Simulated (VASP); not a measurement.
# SnTe (Fm-3m) in VASP: relaxation of cell and atoms with PBEsol

Aim: the relaxation of cell and atoms of SnTe with PBEsol.

Program: VASP 6.6.1. These are calculated values, not measurements. Logs are shortened: lines on timing, memory, paths and dates and some standing lists are left out, and cuts for length are marked.

## 1. The cell of the first run

The structure is cubic, space group Fm-3m (No. 225). The conventional cell has a = 6.302 Å, b = 6.302 Å, c = 6.302 Å, α = 90.00°, β = 90.00°, γ = 90.00°. Within 4.1 Å of Sn (site symmetry m-3m) lie 6 Te at 3.15 Å. Te (site symmetry m-3m) has 6 Sn at 3.15 Å within 4.1 Å.

## 2. Relaxation of cell and atoms, PBEsol

INCAR reads:

```
SYSTEM = SnTe
  PREC = Accurate
  ENCUT = 600
  EDIFF = 1E-7
  ISMEAR = 0
  SIGMA = 0.01
  LREAL = .False.
  LASPH = .True.
  NELM = 100
  ALGO = Normal
  ISIF = 3
  LWAVE = .False.
  LCHARG = .False.
  GGA = PS
  IBRION = 2
  NSW = 100
  EDIFFG = -0.002
```

KPOINTS reads:

```
Automatic mesh
0
Gamma
  10 10 10
  0 0 0
```

POSCAR reads:

```
SnTe
1.0
    0.0000000000      3.1508500000      3.1508500000
    3.1508500000      0.0000000000      3.1508500000
    3.1508500000      3.1508500000      0.0000000000
Sn Te
1 1
Direct
    0.0000000000      0.0000000000      0.0000000000
    0.5000000000      0.5000000000      0.5000000000
```

Potentials or basis: VASP PAW PBE potentials, release 64 (Sn_d, Te).

Run with:

```
$ cat potpaw_PBE.64/Sn_d/POTCAR potpaw_PBE.64/Te/POTCAR > POTCAR
$ mpirun -np 1 vasp_std > vasp.out
```

OUTCAR:

```text
SYSTEM = SnTe
   PREC = Accurate
   ENCUT = 600
   EDIFF = 1E-7
   ISMEAR = 0
   LREAL = .False.
   LASPH = .True.
   NELM = 100
   ISIF = 3
   GGA = PS
   IBRION = 2
   NSW = 100
   EDIFFG = -0.002

 ion  position               nearest neighbor table
   1  0.000  0.000  0.000-   2 3.15   2 3.15   2 3.15   2 3.15   2 3.15   2 3.15
   2  0.500  0.500  0.500-   1 3.15   1 3.15   1 3.15   1 3.15   1 3.15   1 3.15

  LATTYP: Found a face centered cubic cell.
 ALAT       =     6.3017000000

  Lattice vectors:

 A1 = (   0.0000000000,   3.1508500000,   3.1508500000)
 A2 = (   3.1508500000,   0.0000000000,   3.1508500000)
 A3 = (   3.1508500000,   3.1508500000,   0.0000000000)

Analysis of symmetry for initial positions (statically):
=====================================================================
 Subroutine PRICEL returns:
 Original cell was already a primitive cell.

 Routine SETGRP: Setting up the symmetry group for a
 face centered cubic supercell.

 Subroutine GETGRP returns: Found 48 space group operations
 (whereof 48 operations were pure point group operations)
 out of a pool of 48 trial point group operations.

The static configuration has the point symmetry O_h .

Analysis of symmetry for dynamics (positions and initial velocities):
=====================================================================
 Subroutine PRICEL returns:
 Original cell was already a primitive cell.

 Routine SETGRP: Setting up the symmetry group for a
 face centered cubic supercell.

 Subroutine GETGRP returns: Found 48 space group operations
 (whereof 48 operations were pure point group operations)
 out of a pool of 48 trial point group operations.

The dynamic configuration has the point symmetry O_h .

 Subroutine INISYM returns: Found 48 space group operations
 (whereof 48 operations are pure point group operations),
 and found     1 'primitive' translations

----------------------------------------------------------------------------------------

                                     Primitive cell

  volume of cell :      62.5624

  direct lattice vectors                    reciprocal lattice vectors
     0.000000000  3.150850000  3.150850000    -0.158687338  0.158687338  0.158687338
     3.150850000  0.000000000  3.150850000     0.158687338 -0.158687338  0.158687338
     3.150850000  3.150850000  0.000000000     0.158687338  0.158687338 -0.158687338

  length of vectors
     4.455974803  4.455974803  4.455974803     0.274854533  0.274854533  0.274854533

  position of ions in fractional coordinates (direct lattice)
     0.000000000  0.000000000  0.000000000
     0.500000000  0.500000000  0.500000000

  ion indices of the primitive-cell ions
   primitive index   ion index
                 1           1
                 2           2

----------------------------------------------------------------------------------------

 KPOINTS: Automatic mesh

Automatic generation of k-mesh.
 Grid dimensions read from file:
 generate k-points for:   10   10   10

 Generating k-lattice:

  Cartesian coordinates                     Fractional coordinates (reciprocal lattice)
    -0.015868734  0.015868734  0.015868734     0.100000000  0.000000000  0.000000000
     0.015868734 -0.015868734  0.015868734     0.000000000  0.100000000  0.000000000
     0.015868734  0.015868734 -0.015868734     0.000000000  0.000000000  0.100000000

  Length of vectors
     0.027485453  0.027485453  0.027485453

  Shift w.r.t. Gamma in fractional coordinates (k-lattice)
     0.000000000  0.000000000  0.000000000

 Subroutine IBZKPT returns following result:
 ===========================================

 Found     47 irreducible k-points:

 Following reciprocal coordinates:
            Coordinates               Weight
  0.000000  0.000000  0.000000      1.000000
  0.100000  0.000000  0.000000      8.000000
  0.200000  0.000000  0.000000      8.000000
  0.300000  0.000000  0.000000      8.000000
  0.400000  0.000000  0.000000      8.000000
  0.500000  0.000000  0.000000      4.000000
[... 16 lines left out ...]
  0.300000  0.300000  0.000000      6.000000
  0.400000  0.300000  0.000000     24.000000
 [... further k-points ...]
   k-points           NKPTS =     47   k-points in BZ     NKDIM =     47   number of bands    NBANDS=     14
   number of dos      NEDOS =    301   number of ions     NIONS =      2
   total plane-waves  NPLWV =  46656
   dimension x,y,z NGX =    36 NGY =   36 NGZ =   36
   dimension x,y,z NGXF=    72 NGYF=   72 NGZF=   72
   ions per type =               1   1
   NGX,Y,Z   is equivalent  to a cutoff of  13.43, 13.43, 13.43 a.u.
   NGXF,Y,Z  is equivalent  to a cutoff of  26.86, 26.86, 26.86 a.u.
 SYSTEM =  SnTe
   PREC   = accura    normal or accurate (medium, high low for compatibility)
   ISTART =      0    job   : 0-new  1-cont  2-samecut
   ICHARG =      2    charge: 1-file 2-atom 10-const
   ISPIN  =      1    spin polarized calculation?
   LNONCOLLINEAR =      F non collinear calculations
   LSORBIT =      F    spin-orbit coupling
   LASPH  =      T    aspherical Exc in radial PAW
   ENCUT  =  600.0 eV  44.10 Ry    6.64 a.u.   8.90  8.90  8.90*2*pi/ulx,y,z
   NELM   =    100;   NELMIN=  2; NELMDL= -5     # of ELM steps
   EDIFF  = 0.1E-06   stopping-criterion for ELM
   LREAL  =      F    real-space projection
   EDIFFG = -.2E-02   stopping-criterion for IOM
   NSW    =    100    number of steps for IOM
   IBRION =      2    ionic relax: 0-MD 1-quasi-New 2-CG
   NFREE  =      1    steps in history (QN), initial steepest desc. (CG)
   ISIF   =      3    stress and relaxation
   ISYM   =      2    0-nonsym 1-usesym 2-fastsym
   POTIM  = 0.5000    time-step for ionic-motion
   TEBEG  =    0.0;   TEEND  =   0.0 temperature during run
   PSTRESS=    0.0 pullay stress
   NELECT =      20.0000    total number of electrons
   NUPDOWN=      -1.0000    fix difference up-down
   EMIN   =  10.00;   EMAX   =-10.00  energy-range for DOS
   EFERMI =   0.00;   METHOD = LEGACY
   ISMEAR =     0;   SIGMA  =   0.01  broadening in eV -4-tet -1-fermi 0-gaus
   EFERMI_NEDOS =   21; number of points for ismear=-14 and -15
   IALGO  =     38    algorithm
   IMIX   =      4    mixing-type and parameters
     AMIX     =   0.40;   BMIX     =  1.00
     AMIX_MAG =   1.60;   BMIX_MAG =  1.00
  volume/ion in A,a.u.               =      31.28       211.10
  Fermi-wavevector in a.u.,A,eV,Ry     =   1.119387  2.115336 17.048485  1.253028
  Thomas-Fermi vector in A             =   2.256026
   LORBIT       =      0    0 simple, 1 ext, 2 COOP (PROOUT), +10 PAW based schemes
   GGA     = PS    functional components
   LHFCALC =     F    Hartree Fock is set to
   AEXX    =    0.0000 exact exchange contribution
   IVDW    =     0    specifies the selected vdW correction
   LEPSILON=     F    determine dielectric tensor
   LRPA    =     F    only Hartree local field effects (RPA)
 conjugate gradient relaxation of ions
 non-spin polarized calculation
 Gauss-broadening in eV      SIGMA  =   0.01
  energy-cutoff  :      600.00
  volume of cell :       62.56
 maximum number of plane-waves:      2108
   NGX = 17   NGY = 17   NGZ = 17

--------------------------------------- Ionic step        1  -------------------------------------------

 number of electron      19.9999998 magnetization

 Free energy of the ion-electron system (eV)
  ---------------------------------------------------
  ext. energy  EPLUGINS =         0.00000000
  ---------------------------------------------------
  free energy    TOTEN  =        -8.33902693 eV

  energy without entropy =       -8.33902693  energy(sigma->0) =       -8.33902693

------------------------ aborting loop because EDIFF is reached ----------------------------------------

  FORCE on cell =-STRESS in cart. coord.  units (eV):
  Direction    XX          YY          ZZ          XY          YZ          ZX
  --------------------------------------------------------------------------------------
  -------------------------------------------------------------------------------------
  Total       -0.1079019     -0.1079019     -0.1079019      0.0000000      0.0000000      0.0000000
  in kB       -2.7632898     -2.7632898     -2.7632898      0.0000000      0.0000000      0.0000000
  external PRESSURE =      -2.7632898 kB  Pullay stress =       0.0000000 kB
[... 57 lines left out ...]
  energy  without entropy=       -8.3393127172  energy(sigma->0) =       -8.33931272

--------------------------------------- Ionic step        3  -------------------------------------------

 number of electron      19.9999998 magnetization

 Free energy of the ion-electron system (eV)
  ---------------------------------------------------
  ext. energy  EPLUGINS =         0.00000000
  ---------------------------------------------------
  free energy    TOTEN  =        -8.33934675 eV

  energy without entropy =       -8.33934675  energy(sigma->0) =       -8.33934675

 E-fermi :   6.8685     XC(G=0):  -9.6793

 val. band max:        6.8235884236   @ k =   0.5000   0.0000   0.0000
 cond. band min:       6.9829803646   @ k =   0.5000   0.0000   0.0000
 fundamental gap:      0.1593919410
 Fermi energy:         6.8684924779

 k-point     1 :       0.0000    0.0000    0.0000
  band No.  band energies     occupation
      1     -14.9071      2.00000
      2     -14.9071      2.00000
      3     -14.8999      2.00000
      4     -14.8999      2.00000
      5     -14.8999      2.00000
      6      -5.9858      2.00000
      7       2.1895      2.00000
      8       4.7300      2.00000
      9       4.7300      2.00000
     10       4.7300      2.00000
     11      10.2230      0.00000
     12      10.2230      0.00000
     13      10.2230      0.00000
     14      11.5834      0.00000
[... 375 lines left out ...]
 k-point    24 :       0.4000    0.3000    0.0000
  band No.  band energies     occupation
      1     -14.9207      2.00000
      2     -14.9040      2.00000
      3     -14.9025      2.00000
      4     -14.8913      2.00000
      5     -14.8909      2.00000
      6      -4.7773      2.00000
      7      -0.0505      2.00000
      8       2.8679      2.00000
      9       3.4513      2.00000
     10       3.6619      2.00000
     11       9.4960      0.00000
     12      10.7357      0.00000
     13      10.8445      0.00000
     14      11.2263      0.00000

 [... further k-points ...]

------------------------ aborting loop because EDIFF is reached ----------------------------------------

  FORCE on cell =-STRESS in cart. coord.  units (eV):
  Direction    XX          YY          ZZ          XY          YZ          ZX
  --------------------------------------------------------------------------------------
  -------------------------------------------------------------------------------------
  Total        0.0002670      0.0002670      0.0002670     -0.0000000     -0.0000000      0.0000000
  in kB        0.0068787      0.0068787      0.0068787     -0.0000000     -0.0000000      0.0000000
  external PRESSURE =       0.0068787 kB  Pullay stress =       0.0000000 kB
[... 17 lines left out ...]
  FREE ENERGIE OF THE ION-ELECTRON SYSTEM (eV)
  ---------------------------------------------------
  free  energy   TOTEN  =        -8.3393467497 eV

  energy  without entropy=       -8.3393467497  energy(sigma->0) =       -8.33934675

 reached required accuracy - stopping structural energy minimisation
```

Wall time 80 s (1 thread of Intel Xeon Platinum 8375C at 2.90GHz (Ice Lake), shared host); peak memory 0.23 GiB.

What came out:

```
Free energy                            : -8.3393 eV
Relaxed volume                         : 31.10 Å³/atom
Relaxed cell                           : a = 4.447 Å, b = 4.447 Å, c = 4.447 Å, α = 60.00°, β = 60.00°, γ = 60.00°
Space group after relaxing (to 0.05 Å) : Fm-3m (No. 225)
Energy gained by relaxing              : 0.2 meV/atom
Ionic steps                            : 3
Pressure after relaxing                : 0.0 GPa
Band gap on the k mesh                 : 0.16 eV, direct
```

Step by step:
```
step  energy change (eV)  largest force (eV/Å)  pressure (GPa)  volume (Å³)
   1              0.0000                0.0000           -0.28        62.56
   2             -0.0003                0.0000            0.09        62.08
   3             -0.0003                0.0000            0.00        62.19
```

Final structure:
```
Sn Te
1.0
     0.00000    3.14466    3.14466
     3.14466    0.00000    3.14466
     3.14466    3.14466    0.00000
Sn Te
1 1
Direct
  0.00000 0.00000 0.00000
  0.50000 0.50000 0.50000
```

Caveat: the PAW data sets were made with another functional, which shifts forces and pressure a little; spin-orbit coupling is left out, which moves the levels of the heavy elements.
